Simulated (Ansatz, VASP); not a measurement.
## One calculation of LiH2, two programs

File INCAR:

```
ALGO = Normal
EDIFF = 1E-7
EDIFFG = -0.04
ENCUT = 1230
GGA = PE
GGA_COMPAT = F
IBRION = 2
ISIF = 3
ISMEAR = 0
LASPH = T
LCHARG = F
LREAL = F
LWAVE = F
NELM = 120
NELMIN = 4
NSW = 90
PREC = Accurate
SIGMA = 0.1
```

File KPOINTS:

```
k-points
0
Gamma
  6 6 6
```

Contents of POSCAR:

```
LiH2
1.0
    2.8974336710      0.0000000000      0.0000000000
   -1.4487168355      2.5092511649      0.0000000000
    0.0000000000      0.0000000000      3.1284582827
Li H
1 2
Direct
    0.0000000000      0.0000000000      0.0000000000
    0.3333333333      0.6666666667      0.5000000000
    0.6666666667      0.3333333333      0.5000000000
```

Input for Ansatz:

```yaml
crystal:
  lattice:
    - [2.897433671, 0.0, 0.0]
    - [-1.4487168355, 2.5092511649, 0.0]
    - [0.0, 0.0, 3.1284582827]
  atoms:
    - { symbol: Li, position: [0.0, 0.0, 0.0] }
    - { symbol: H, position: [0.3333333333, 0.6666666667, 0.5] }
    - { symbol: H, position: [0.6666666667, 0.3333333333, 0.5] }
basis:
  ecutwfc: 420
kpoints:
  mp_grid: { grid: [6, 6, 6] }
hamiltonian:
  xc: pbe
scf:
  occupations: { method: gaussian, width: 0.1 }
  lower_state_search: "off"
output:
  forces: true
  stress: true
  eigenvalues: true
relax:
  adjacent_minimum: "off"
  f_tol: 0.04
  max_steps: 70
  cell: { stress_tol: 0.4 }
```

Alike in both runs: task relaxation of cell and atoms; functional PBE; k mesh 6 × 6 × 6; occupations gaussian, width 0.1 eV; no spin polarisation.

```csv
,VASP,Ansatz
version,VASP 6.6.1,Ansatz 0.2.0
potentials or method,"VASP PAW PBE potentials, release 64 (Li_sv, H_h), cutoff 1230 eV","scalar-relativistic, plane waves, PAW"
valence electrons in the cell,5,5
```

|  | VASP | Ansatz | Ansatz less VASP |
| --- | --- | --- | --- |
| gap on the k mesh at the Fermi level, each at its own relaxed structure (eV) | none | none | - |
| relaxed volume (Å³/atom) | 6.17 | 6.06 | -0.117 |
| relaxed length of the cell vector where the two differ most in proportion (Å) | 2.460 | 2.442 | -0.0178 |

A gap of «none» marks a metal or a gap that the smearing closes.

The k mesh is coarse, so the values compare programs but aren't converged. Noted on VASP's run: the volume moved by over 15 % at a fixed basis, so the end points are rough.
